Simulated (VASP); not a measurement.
A run of VASP 6.6.1 is set up as follows.

INCAR

```
SYSTEM = Hf2H3
ALGO = Normal
EDIFF = 1E-6
ENCUT = 520
GGA = PE
ISIF = 2
ISMEAR = 0
LASPH = .True.
LCHARG = .False.
LREAL = .False.
LWAVE = .False.
NBANDS = 20
NELM = 100
PREC = Accurate
SIGMA = 0.1
```

KPOINTS

```
k-points
0
Gamma
  4 4 4
  0 0 0
```

File POSCAR:

```
Hf2H3
1.0
    4.0075352900      0.0000000000      0.0000000000
    0.0000000000      4.0075352900      0.0000000000
    0.0000000000      0.0000000000      4.0075352900
Hf H
2 3
Direct
    0.5000000000      0.5000000000      0.5000000000
    0.0000000000      0.0000000000      0.0000000000
    0.0000000000      0.5000000000      0.5000000000
    0.5000000000      0.0000000000      0.5000000000
    0.5000000000      0.5000000000      0.0000000000
```

Potentials or basis: VASP PAW PBE potentials, release 64 (Hf_pv, H).

Run with:

```bash
$ cat potpaw_PBE.64/Hf_pv/POTCAR potpaw_PBE.64/H/POTCAR > POTCAR
$ mpirun -np 1 vasp_std > vasp.out
```

(1) Predict the band gap on the k mesh.

(2) Estimate the pressure.

Results:

(1) zero (an odd number of electrons rules out a gap without spin polarisation).

(2) -17.6 GPa.

Caveat: the k points lie up to 0.39 Å⁻¹ apart, too coarse for converged energies and pressures of a metal; spin-orbit coupling is left out, which moves the levels of the heavy elements.
